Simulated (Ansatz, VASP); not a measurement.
## Two plane-wave programs on Ta3Ti

```
Ti Ta
1.0
     0.00000    3.12974    3.12974
     3.12974    0.00000    3.12974
     3.12974    3.12974    0.00000
Ti Ta
1 3
Cartesian
  0.0000 0.0000 0.0000
  1.5649 1.5649 1.5649
  4.6946 4.6946 4.6946
  3.1297 3.1297 3.1297
```

Change from the starting cell: species swapped into the NdCd3 type (Fm-3m, No. 225).

Alike in both runs: task relaxation of cell and atoms; functional PBE; k mesh 6 × 6 × 6; occupations gaussian, width 0.1 eV; no spin polarisation.

|  | VASP | Ansatz |
| --- | --- | --- |
| version | VASP 6.6.1 | Ansatz 0.2.0 |
| potentials or method | VASP PAW PBE potentials, release 64 (Ti_sv, Ta_pv), cutoff 600 eV | scalar-relativistic, plane waves, PAW |
| valence electrons in the cell | 45 | 51 |

|  | VASP | Ansatz | Ansatz less VASP |
| --- | --- | --- | --- |
| gap on the k mesh at the Fermi level, each at its own relaxed structure (eV) | none | none | - |
| relaxed volume (Å³/atom) | 17.99 | 17.98 | -0.014 |
| relaxed cell length with the largest relative difference (Å) | 4.669 | 4.668 | -0.0012 |

A gap of «none» marks a metal or a gap that the smearing closes. VASP's potentials hold 45 valence electrons a cell and Ansatz's 51, so a difference there can come from the potentials and not from the codes.

Spin-orbit coupling is off throughout. Noted on VASP's run: the volume moved by over 15 % at a fixed basis, so the end points are rough.
